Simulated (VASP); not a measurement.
A run of VASP 6.6.1:

INCAR

```
PREC = Accurate ; ENCUT = 520
EDIFF = 1E-6 ; ISMEAR = 0
SIGMA = 0.1 ; LREAL = False
LASPH = True ; NELM = 80
ALGO = Normal ; ISIF = 2
LWAVE = False ; LCHARG = False
GGA = PE ; NBANDS = 31
```

Contents of KPOINTS:

```
regular mesh
0
Gamma
  4 4 4
```

Contents of POSCAR:

```
Sr4O
1.0
    5.9363154700      0.0000000000      0.0000000000
    0.0000000000      5.9363154700      0.0000000000
    0.0000000000      0.0000000000      5.9363154700
Sr O
4 1
Direct
    0.2500000000      0.2500000000      0.2500000000
    0.7500000000      0.7500000000      0.2500000000
    0.7500000000      0.2500000000      0.7500000000
    0.2500000000      0.7500000000      0.7500000000
    0.0000000000      0.0000000000      0.0000000000
```

Potentials or basis: VASP PAW PBE potentials, release 64 (Sr_sv, O).

Run with:

```console
$ cat potpaw_PBE.64/Sr_sv/POTCAR potpaw_PBE.64/O/POTCAR > POTCAR
$ mpirun -np 1 vasp_std > vasp.out
```

Hardware: 1 thread of AMD EPYC 9R14 (Zen 4), with other jobs on the host.

**Question.** How long does it take, and how much memory?

**Answer.** Run time: 48 s on 1 thread of AMD EPYC 9R14 (Zen 4), on a shared host, peak memory 0.3 GiB. Counts: scf iterations 14, k points 10.
